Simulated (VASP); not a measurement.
# Sr (P6_3/mmc) in VASP: notebook, part 2 of 2

VASP 6.6.1. Earlier steps stand in the parts before.

### Step 3. Single point, r2SCAN (strain +0.040 along x and y, +0.080 along z)

Contents of POSCAR:

```
Sr
1.0
    4.4824002295      0.0000000000      0.0000000000
   -2.2412001148      3.8818724687      0.0000000000
    0.0000000000      0.0000000000      7.6140000000
Sr
2
Direct
    0.3333333333      0.6666666667      0.2500000000
    0.6666666667      0.3333333333      0.7500000000
```

Contents of INCAR.step1:

```
SYSTEM = Sr
PREC = Accurate
ENCUT = 520
ISMEAR = 0
SIGMA = 0.15
LREAL = .False.
LASPH = .True.
NELM = 60
NBANDS = 17
GGA = PE
ALGO = Normal
EDIFF = 1E-4
LWAVE = .True.
LCHARG = .False.
```

Contents of INCAR.step2:

```
SYSTEM = Sr
PREC = Accurate
ENCUT = 520
EDIFF = 1E-6
ISMEAR = 0
SIGMA = 0.15
LREAL = .False.
LASPH = .True.
NELM = 60
ALGO = Normal
ISIF = 2
LWAVE = .False.
LCHARG = .False.
METAGGA = R2SCAN
LMIXTAU = .True.
NBANDS = 17
ISTART = 1
```

Contents of KPOINTS:

```
Automatic mesh
0
Gamma
  12 12 8
  0 0 0
```

Potentials or basis: VASP PAW PBE potentials, release 64 (Sr_sv).

On the command line:

```console
cat potpaw_PBE.64/Sr_sv/POTCAR > POTCAR
cp INCAR.step1 INCAR
mpirun -np 1 vasp_std > vasp.out
cp INCAR.step2 INCAR
mpirun -np 1 vasp_std > vasp.out
```

OUTCAR:

```text
SYSTEM = Sr
   PREC = Accurate
   ENCUT = 520
   EDIFF = 1E-6
   ISMEAR = 0
   LREAL = .False.
   LASPH = .True.
   NELM = 60
   ISIF = 2
   METAGGA = R2SCAN
   ISTART = 1

 ion  position               nearest neighbor table
   1  0.333  0.667  0.250-   2 4.60   2 4.60   2 4.60   2 4.60   2 4.60   2 4.60
   2  0.667  0.333  0.750-   1 4.60   1 4.60   1 4.60   1 4.60   1 4.60   1 4.60

  LATTYP: Found a hexagonal cell.
 ALAT       =     4.4824002295
 C/A-ratio  =     1.6986434968

  Lattice vectors:

[... 670 lines left out ...]
------------------------ aborting loop because EDIFF is reached ----------------------------------------

  FORCE on cell =-STRESS in cart. coord.  units (eV):
  Direction    XX          YY          ZZ          XY          YZ          ZX
  --------------------------------------------------------------------------------------
  -------------------------------------------------------------------------------------
  Total       -0.9960162     -0.9960162     -1.5062718      0.0000000      0.0000000      0.0000000
  in kB      -12.0451495    -12.0451495    -18.2158379      0.0000000      0.0000000      0.0000000
  external PRESSURE =     -14.1020457 kB  Pullay stress =       0.0000000 kB

 VOLUME and BASIS-vectors are now :
 -----------------------------------------------------------------------------
  energy-cutoff  :      520.00
  volume of cell :      132.48
      direct lattice vectors                 reciprocal lattice vectors
     4.482400229  0.000000000  0.000000000     0.223094759  0.128803819  0.000000000
    -2.241200115  3.881872469  0.000000000     0.000000000  0.257607639  0.000000000
     0.000000000  0.000000000  7.614000000     0.000000000  0.000000000  0.131337011

 POSITION                                       TOTAL-FORCE (eV/Angst)
 -----------------------------------------------------------------------------------
     -0.00000      2.58791      1.90350         0.000000     -0.000000      0.000000
      2.24120      1.29396      5.71050        -0.000000      0.000000      0.000000
 -----------------------------------------------------------------------------------
    total drift:                               -0.000000      0.000000     -0.000000

  FREE ENERGIE OF THE ION-ELECTRON SYSTEM (eV)
  ---------------------------------------------------
  free  energy   TOTEN  =       -30.1107993869 eV

  energy  without entropy=      -30.0823531086  energy(sigma->0) =      -30.09657625
```

Wall time 16 min (1 thread of Intel Xeon 8259CL, shared host); peak memory 0.41 GiB.

What came out:

* Free energy: -30.1108 eV
* Pressure: -1.4 GPa
* Band gap on the k mesh: zero (bands 10 and 11 overlap by 0.62 eV)

Levels at points of the mesh, in eV from the Fermi level:
```
           k point  band 7  band 8  band 9  band 10  band 11  band 12  band 13  band 14
(0.00, 0.00, 0.00)  -19.70  -19.69   -3.56    -1.12    -0.35     2.27     2.48     2.48
(0.50, 0.00, 0.00)  -19.71  -19.71   -1.01    -0.61     0.25     0.42     1.21     1.69
(0.00, 0.00, 0.50)  -19.70  -19.70   -2.75    -2.75     1.24     1.24     2.50     2.50
(0.50, 0.00, 0.50)  -19.72  -19.72   -0.64    -0.64     0.06     0.06     1.42     1.42
```

Caveat: the cell differs from its parent crystal (strain +0.040 along x and y, +0.080 along z); the PAW data sets were made with another functional, which shifts forces and pressure a little.

### Step 4. Single point, r2SCAN (strain +0.080 along x and y, +0.040 along z)

Contents of POSCAR:

```
Sr
1.0
    4.6548002383      0.0000000000      0.0000000000
   -2.3274001192      4.0311752559      0.0000000000
    0.0000000000      0.0000000000      7.3320000000
Sr
2
Direct
    0.3333333333      0.6666666667      0.2500000000
    0.6666666667      0.3333333333      0.7500000000
```

INCAR.step1 is that of step 3.

Contents of INCAR.step2:

```
SYSTEM = Sr
PREC = Accurate
ENCUT = 520
EDIFF = 1E-7
ISMEAR = 0
SIGMA = 0.15
LREAL = .False.
LASPH = .True.
NELM = 60
ALGO = Normal
ISIF = 2
LWAVE = .False.
LCHARG = .True.
METAGGA = R2SCAN
LMIXTAU = .True.
LELF = .True.
LVHAR = .True.
NBANDS = 17
ISTART = 1
```

Contents of KPOINTS:

```
regular mesh
0
Gamma
  12 12 8
  0 0 0
```

On the command line:

```console
cat potpaw_PBE.64/Sr_sv/POTCAR > POTCAR
cp INCAR.step1 INCAR
mpirun -np 1 vasp_std > vasp.out
cp INCAR.step2 INCAR
mpirun -np 1 vasp_std > vasp.out
```

It took 16 min on 1 thread of Intel Xeon 8259CL, shared host; peak memory 0.4 GiB.

It converged, with:

| Quantity | Value |
| --- | --- |
| Free energy | -30.0625 eV |
| Pressure | -1.6 GPa |
| Band gap on the k mesh | zero (bands 10 and 11 overlap by 0.43 eV) |

Stress tensor (GPa, compression positive):
```
-1.82  0.00  0.00
 0.00 -1.82  0.00
 0.00  0.00 -1.27
```

Levels at points of the mesh, in eV from the Fermi level:
| k point | band 7 | band 8 | band 9 | band 10 | band 11 | band 12 | band 13 | band 14 |
| --- | --- | --- | --- | --- | --- | --- | --- | --- |
| (0.00, 0.00, 0.00) | -19.78 | -19.77 | -3.50 | -0.86 | -0.12 | 2.35 | 2.35 | 2.56 |
| (0.50, 0.00, 0.00) | -19.80 | -19.79 | -1.13 | -0.71 | 0.32 | 0.43 | 1.28 | 1.88 |
| (0.00, 0.00, 0.50) | -19.79 | -19.79 | -2.62 | -2.62 | 1.49 | 1.49 | 2.32 | 2.32 |
| (0.50, 0.00, 0.50) | -19.80 | -19.80 | -0.65 | -0.65 | -0.02 | -0.02 | 1.52 | 1.52 |

Caveat: the cell differs from its parent crystal (strain +0.080 along x and y, +0.040 along z); the PAW data sets were made with another functional, which shifts forces and pressure a little.

### Step 5. Summary

| cell | gap on the mesh (eV) | pressure (GPa) |
| --- | --- | --- |
| a = 4.655, b = 4.655, c = 7.050 Å, angles 90.0, 90.0, 120.0°, 2 atoms | none | -1.3 |
| a = 4.482, b = 4.482, c = 7.614 Å, angles 90.0, 90.0, 120.0°, 2 atoms | none | -1.4 |
| a = 4.655, b = 4.655, c = 7.332 Å, angles 90.0, 90.0, 120.0°, 2 atoms | none | -1.6 |

Alike in all rows: task single point; level r2SCAN; potentials or basis VASP PAW PBE potentials, release 64 (Sr_sv); no spin polarisation; k mesh 12 × 12 × 8; cutoff (eV) 520; smearing gaussian 0.15 eV.

Caveats: the PAW data sets were made with another functional, which shifts forces and pressure a little.

Total energies depend on the potentials used, so only differences within one code and one set of settings carry meaning.
